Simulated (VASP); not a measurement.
# MgS (Pm-3m) in VASP: settings compared, part 2 of 2

VASP 6.6.1. Earlier steps stand in the parts before.

**4. Relaxation of cell and atoms, r2SCAN**

Contents of POSCAR:

```
MgS
1.0
    3.2740189688      0.0000000000      0.0000000000
    0.0000000000      3.2740189688      0.0000000000
    0.0000000000      0.0000000000      3.2740189688
Mg S
1 1
Direct
    0.0000000000      0.0000000000      0.0000000000
    0.5000000000      0.5000000000      0.5000000000
```

Contents of INCAR.step1:

```
PREC = Accurate
ENCUT = 600
ISMEAR = -1
SIGMA = 0.02
LREAL = False
LASPH = True
NELM = 60
GGA = PE
ALGO = Normal
EDIFF = 1E-4
LWAVE = True
LCHARG = False
```

Contents of INCAR.step2:

```
PREC = Accurate
ENCUT = 600
EDIFF = 1E-7
ISMEAR = -1
SIGMA = 0.02
LREAL = False
LASPH = True
NELM = 60
ALGO = Normal
ISIF = 3
LWAVE = False
LCHARG = False
METAGGA = R2SCAN
LMIXTAU = True
IBRION = 2
NSW = 80
EDIFFG = -0.005
ISTART = 1
```

Contents of KPOINTS:

```
Automatic mesh
0
Gamma
  8 8 8
```

Potentials or basis: VASP PAW PBE potentials, release 64 (Mg, S).

Run with:

```console
$ cat potpaw_PBE.64/Mg/POTCAR potpaw_PBE.64/S/POTCAR > POTCAR
$ cp INCAR.step1 INCAR
$ mpirun -np 1 vasp_std > vasp.out
$ cp INCAR.step2 INCAR
$ mpirun -np 1 vasp_std > vasp.out
```

It took 3.7 min on 1 thread of Intel Xeon 8259CL, shared host; peak memory 0.17 GiB.

The run converged. Its results:

* Free energy: -14.0922 eV
* Relaxed volume: 17.27 Å³/atom
* Relaxed cell: a = 3.257 Å, b = 3.257 Å, c = 3.257 Å, α = 90.00°, β = 90.00°, γ = 90.00°
* Space group after relaxing (to 0.1 Å): Pm-3m (No. 221)
* Energy gained by relaxing: 1.1 meV/atom
* Ionic steps: 3
* Pressure after relaxing: 0.0 GPa
* Band gap on the k mesh: 0.13 eV (least direct gap 0.16 eV)

The path:
```tsv
step	energy change (eV)	largest force (eV/Å)	pressure (GPa)	volume (Å³)
1	0.0000	0.0000	-1.19	35.09
2	-0.0020	0.0000	0.23	34.44
3	-0.0021	0.0000	0.01	34.54
```

Final structure:
```xyz
2
Lattice="3.2566 0.0000 0.0000 0.0000 3.2566 0.0000 0.0000 0.0000 3.2566" Properties=species:S:1:pos:R:3 pbc="T T T"
Mg    0.0000    0.0000    0.0000
S     1.6283    1.6283    1.6283
```

Levels at points of the mesh, in eV from the valence-band top:
```tsv
k point	band 2	band 3	band 4	band 5	band 6	band 7
(0.00, 0.00, 0.00)	-1.44	-1.44	-1.44	1.59	4.83	4.83
(0.50, 0.00, 0.00)	-6.90	-0.65	-0.65	4.55	7.14	7.67
(0.50, 0.50, 0.00)	-5.28	-5.28	-0.03	0.13	8.27	9.31
(0.50, 0.50, 0.50)	-4.00	-4.00	-4.00	1.99	1.99	1.99
```

Caveat: the PAW data sets were made with another functional, which shifts forces and pressure a little.

**5. Single point, HSE06**

This run uses another cell than the first one, of 17.27 Å³/atom.

Contents of POSCAR:

```
MgS
1.0
    3.2566315549      0.0000000000      0.0000000000
    0.0000000000      3.2566315549      0.0000000000
    0.0000000000      0.0000000000      3.2566315549
Mg S
1 1
Direct
    0.0000000000      0.0000000000      0.0000000000
    0.5000000000      0.5000000000      0.5000000000
```

Contents of INCAR.step1:

```
SYSTEM = MgS
PREC = Accurate
ENCUT = 520
EDIFF = 1E-5
ISMEAR = -1
SIGMA = 0.02
LREAL = .FALSE.
LASPH = .TRUE.
NELM = 60
ALGO = Normal
ISIF = 2
LWAVE = .TRUE.
LCHARG = .FALSE.
GGA = PE
NBANDS = 11
```

Contents of INCAR.step2:

```
SYSTEM = MgS
PREC = Accurate
ENCUT = 520
EDIFF = 1E-6
ISMEAR = -1
SIGMA = 0.02
LREAL = .FALSE.
LASPH = .TRUE.
NELM = 60
ALGO = Normal
ISIF = 2
LWAVE = .FALSE.
LCHARG = .FALSE.
GGA = PE
LHFCALC = .TRUE.
HFSCREEN = 0.2079
PRECFOCK = Normal
ISTART = 1
NBANDS = 11
```

Contents of KPOINTS:

```
regular mesh
0
G
  6 6 6
  0 0 0
```

Run with:

```console
$ cat potpaw_PBE.64/Mg/POTCAR potpaw_PBE.64/S/POTCAR > POTCAR
$ cp INCAR.step1 INCAR
$ mpirun -np 1 vasp_std > vasp.out
$ cp INCAR.step2 INCAR
$ mpirun -np 1 vasp_std > vasp.out
```

Wall time 21 min (1 thread of Intel Xeon 8259CL, shared host); peak memory 0.26 GiB.

It converged, with:

```yaml
Free_energy: -8.5221 eV
Pressure: -0.4 GPa
Band_gap_on_the_k_mesh: 0.02 eV
```

Levels at points of the mesh, in eV from the valence-band top:
| k point | band 2 | band 3 | band 4 | band 5 | band 6 | band 7 |
| --- | --- | --- | --- | --- | --- | --- |
| (0.00, 0.00, 0.00) | -1.67 | -1.67 | -1.67 | 1.48 | 5.01 | 5.01 |
| (0.50, 0.00, 0.00) | -7.54 | -0.83 | -0.83 | 4.59 | 7.32 | 7.99 |
| (0.50, 0.50, 0.00) | -5.74 | -5.74 | 0.00 | 0.02 | 8.52 | 9.49 |
| (0.50, 0.50, 0.50) | -4.34 | -4.34 | -4.34 | 2.17 | 2.17 | 2.17 |

Caveat: the PAW data sets were made with another functional, which shifts forces and pressure a little. A k mesh can miss the band edges.

**6. Single point, HSE06**

This run uses another cell than the first one, of 17.37 Å³/atom.

Contents of POSCAR:

```
MgS
1.0
    3.2628174056      0.0000000000      0.0000000000
    0.0000000000      3.2628174056      0.0000000000
    0.0000000000      0.0000000000      3.2628174056
Mg S
1 1
Direct
    0.0000000000      0.0000000000      0.0000000000
    0.5000000000      0.5000000000      0.5000000000
```

Contents of INCAR.step1:

```
PREC     = Accurate       # precision mode
ENCUT    = 520            # plane-wave cutoff, eV
EDIFF    = 1E-5           # SCF threshold, eV
ISMEAR   = -1             # smearing method
SIGMA    = 0.02           # smearing width, eV
LREAL    = F              # projectors in reciprocal space
LASPH    = T              # aspherical terms in the spheres
NELM     = 100            # most SCF steps
ALGO     = Normal         # electronic algorithm
ISIF     = 2              # what is computed and relaxed
LWAVE    = T              # write WAVECAR
LCHARG   = F              # write CHGCAR
NBANDS   = 11             # bands
GGA      = PE             # functional
```

Contents of INCAR.step2:

```
PREC     = Accurate       # precision mode
ENCUT    = 520            # plane-wave cutoff, eV
EDIFF    = 1E-7           # SCF threshold, eV
ISMEAR   = -1             # smearing method
SIGMA    = 0.02           # smearing width, eV
LREAL    = F              # projectors in reciprocal space
LASPH    = T              # aspherical terms in the spheres
NELM     = 100            # most SCF steps
ALGO     = Normal         # electronic algorithm
ISIF     = 2              # what is computed and relaxed
LWAVE    = F              # write WAVECAR
LCHARG   = F              # write CHGCAR
GGA      = PE             # functional
LHFCALC  = T              # exact exchange
HFSCREEN = 0.2079         # screening, 1/A
PRECFOCK = Normal       
NBANDS   = 11             # bands
ISTART   = 1
```

Contents of KPOINTS:

```
Automatic mesh
0
Gamma
  6 6 6
```

Potentials or basis: VASP PAW PBE potentials, release 64 (Mg, S).

Run with:

```console
$ cat potpaw_PBE.64/Mg/POTCAR potpaw_PBE.64/S/POTCAR > POTCAR
$ cp INCAR.step1 INCAR
$ mpirun -np 1 vasp_std > vasp.out
$ cp INCAR.step2 INCAR
$ mpirun -np 1 vasp_std > vasp.out
```

OUTCAR:

```text
PREC = Accurate
   ENCUT = 520
   EDIFF = 1E-7
   ISMEAR = -1
   LREAL = F
   LASPH = T
   NELM = 100
   ISIF = 2
   GGA = PE
   LHFCALC = T
   HFSCREEN = 0.2079
   PRECFOCK = Normal
   ISTART = 1

 ion  position               nearest neighbor table
   1  0.000  0.000  0.000-   2 2.83   2 2.83   2 2.83   2 2.83   2 2.83   2 2.83   2 2.83   2 2.83

   2  0.500  0.500  0.500-   1 2.83   1 2.83   1 2.83   1 2.83   1 2.83   1 2.83   1 2.83   1 2.83
[... 471 lines left out ...]
     11      23.0165      0.00000

------------------------ aborting loop because EDIFF is reached ----------------------------------------

  FORCE on cell =-STRESS in cart. coord.  units (eV):
  Direction    XX          YY          ZZ          XY          YZ          ZX
  --------------------------------------------------------------------------------------
  -------------------------------------------------------------------------------------
  Total       -0.1772648     -0.1772648     -0.1772648      0.0000000     -0.0000000      0.0000000
  in kB       -8.1762633     -8.1762633     -8.1762633      0.0000000     -0.0000000      0.0000000
  external PRESSURE =      -8.1762633 kB  Pullay stress =       0.0000000 kB

 VOLUME and BASIS-vectors are now :
 -----------------------------------------------------------------------------
  energy-cutoff  :      520.00
  volume of cell :       34.74
      direct lattice vectors                 reciprocal lattice vectors
     3.262817406  0.000000000  0.000000000     0.306483592  0.000000000  0.000000000
     0.000000000  3.262817406  0.000000000     0.000000000  0.306483592  0.000000000
     0.000000000  0.000000000  3.262817406     0.000000000  0.000000000  0.306483592

 POSITION                                       TOTAL-FORCE (eV/Angst)
 -----------------------------------------------------------------------------------
      0.00000      0.00000      0.00000         0.000000      0.000000      0.000000
      1.63141      1.63141      1.63141         0.000000      0.000000      0.000000
 -----------------------------------------------------------------------------------
    total drift:                               -0.000000     -0.000000     -0.000000

  FREE ENERGIE OF THE ION-ELECTRON SYSTEM (eV)
  ---------------------------------------------------
  free  energy   TOTEN  =        -8.5214021156 eV

  energy  without entropy=       -8.5207360085  energy(sigma->0) =       -8.52106906
```

It took 28 min on 1 thread of Intel Xeon 8259CL, shared host; peak memory 0.26 GiB.

What came out:

| Item | Value |
| --- | --- |
| Free energy | -8.5214 eV |
| Pressure | -0.8 GPa |
| Band gap on the k mesh | 0.04 eV |

Caveat: the PAW data sets were made with another functional, which shifts forces and pressure a little.

**7. The runs side by side**

```tsv
task	level	potentials or basis	cell	k mesh	cutoff (eV)	grid for exact exchange (PRECFOCK)	share of exact exchange	screening parameter	gap on the mesh (eV)	pressure (GPa)	relaxed volume (Å³/atom)
relaxation of cell and atoms	PBEsol	VASP PAW PBE potentials, release 64 (Mg, S)	relaxed from a = 3.274 Å, 2 atoms	8 × 8 × 8	600	-	-	-	none	0.0	17.03
relaxation of cell and atoms	LDA	VASP PAW LDA potentials, release 64 (Mg, S)	relaxed from a = 3.274 Å, 2 atoms	8 × 8 × 8	600	-	-	-	none	0.0	16.47
relaxation of cell and atoms	r2SCAN	VASP PAW PBE potentials, release 64 (Mg, S)	relaxed from a = 3.274 Å, 2 atoms	8 × 8 × 8	600	-	-	-	0.13	0.0	17.27
single point	HSE06	VASP PAW PBE potentials, release 64 (Mg, S)	a = 3.257 Å, 2 atoms	6 × 6 × 6	520	Normal	0.25	0.2079 1/Å	0.02	-0.4	-
single point	HSE06	VASP PAW PBE potentials, release 64 (Mg, S)	a = 3.263 Å, 2 atoms	6 × 6 × 6	520	Normal	0.25	0.2079 1/Å	0.04	-0.8	-
```

Alike in all rows: no spin polarisation; smearing fermi-dirac 0.02 eV.

Caveats: the PAW data sets were made with another functional, which shifts forces and pressure a little (at least some runs); semilocal functionals underestimate gaps, so a narrow gap can read as zero (at least some runs).

Total energies depend on the potentials used, so only differences within one code and one set of settings carry meaning.
